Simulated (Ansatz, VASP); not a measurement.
## One calculation of Co, two programs

```
Co
1.0
     0.00000    1.79935    1.79935
     1.79935    0.00000    1.79935
     3.59870    3.59870    0.00000
Co
2
Direct
  0.00000 0.00000 0.00000
  0.00000 0.00000 0.50000
```

Alike in both runs: task single point; functional PBE; k mesh 12 × 12 × 6; occupations fermi-dirac, width 0.05 eV; collinear spin.

|  | VASP | Ansatz |
| --- | --- | --- |
| version | VASP 6.6.1 | Ansatz 0.2.0 |
| potentials or method | VASP PAW PBE potentials, release 64 (Co), cutoff 520 eV | PAW, plane waves, scalar-relativistic |
| valence electrons in the cell | 18 | 34 |

```tsv
	VASP	Ansatz	Ansatz less VASP
pressure (GPa)	-11.7	-11.4	+0.30
net moment per atom (μB)	1.72	1.72	+0.005
size of the moment on the site where the two differ most (μB)	1.75	1.80	+0.051
```

Site moments also hang on the region over which each program counts them. VASP's potentials hold 18 valence electrons a cell and Ansatz's 34, so a difference there can come from the potentials and not from the codes. Ansatz's warnings: no starting moments.
